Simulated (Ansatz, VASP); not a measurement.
Al2O3 in VASP and in Ansatz

Contents of POSCAR:

```
Al2O3
1.0
    2.9275898225      0.0000000000      0.0000000000
   -1.4637949113      2.5353671582      0.0000000000
    0.0000000000      0.0000000000      9.4768057769
Al O
2 3
Direct
    0.0000000000      0.0000000000      0.1499923300
    0.0000000000      0.0000000000      0.8500076700
    0.3333333333      0.6666666667      0.2223169200
    0.6666666667      0.3333333333      0.0000000000
    0.3333333333      0.6666666667      0.7776830800
```

File INCAR.step1:

```
SYSTEM = Al2O3
ALGO = Normal
EDIFF = 1E-4
ENCUT = 520
GGA = PE
ISMEAR = 0
LASPH = .True.
LCHARG = .False.
LREAL = .False.
LWAVE = .True.
NBANDS = 20
NELM = 60
PREC = Accurate
SIGMA = 0.05
```

Contents of INCAR.step2:

```
SYSTEM = Al2O3
ALGO = Normal
EDIFF = 1E-7
ENCUT = 520
ISIF = 2
ISMEAR = 0
ISTART = 1
LASPH = .True.
LCHARG = .False.
LMIXTAU = .True.
LREAL = .False.
LWAVE = .False.
METAGGA = R2SCAN
NBANDS = 20
NELM = 60
PREC = Accurate
SIGMA = 0.05
```

File KPOINTS:

```
k-points
0
Gamma
  12 12 4
  0 0 0
```

Input for Ansatz:

```yaml
crystal:
  lattice:
    - [2.9275898225, 0.0, 0.0]
    - [-1.4637949113, 2.5353671582, 0.0]
    - [0.0, 0.0, 9.4768057769]
  atoms:
    - { symbol: Al, position: [0.0, 0.0, 0.14999233] }
    - { symbol: Al, position: [0.0, 0.0, 0.85000767] }
    - { symbol: O, position: [0.3333333333, 0.6666666667, 0.22231692] }
    - { symbol: O, position: [0.6666666667, 0.3333333333, 0.0] }
    - { symbol: O, position: [0.3333333333, 0.6666666667, 0.77768308] }
basis:
  ecutwfc: 500
kpoints:
  mp_grid: { grid: [12, 12, 4] }
hamiltonian:
  xc: r2scan
scf:
  occupations: { method: gaussian, width: 0.05 }
output:
  forces: true
  stress: true
  eigenvalues: true
```

Change from the starting cell: strain +0.015 along x and y, +0.015 along z, atoms carried along.

Alike in both runs: task single point; functional r2SCAN; k mesh 12 × 12 × 4; occupations gaussian, width 0.05 eV; no spin polarisation.

|  | VASP | Ansatz |
| --- | --- | --- |
| version | VASP 6.6.1 | Ansatz 0.2.0 |
| potentials or method | VASP PAW PBE potentials, release 64 (Al, O), cutoff 520 eV | scalar-relativistic, plane waves, PAW |
| valence electrons in the cell | 24 | 24 |

Ansatz gave:

| Property | Result |
| --- | --- |
| gap on the k mesh at the Fermi level (eV) | 5.22 |
| least direct gap on the mesh (eV) | 5.42 |
| pressure (GPa) | -10.2 |
| traceless stress, the component that is largest in VASP (GPa) | 3.35 |
| rms of the force components (eV/Å) | 0.338 |

Problem. Which values does VASP return?

Solution. gap on the k mesh at the Fermi level (eV): 5.20; least direct gap on the mesh (eV): 5.40; pressure (GPa): -10.4; traceless stress, the component that is largest in VASP (GPa): 3.13; rms of the force components (eV/Å): 0.355.

VASP's potentials were made for PBE, not for r2SCAN. Atom by atom the forces differ by 0.018 eV/Å (rms over components). With one functional, cell and mesh, what is left measures potentials, basis and numerics.
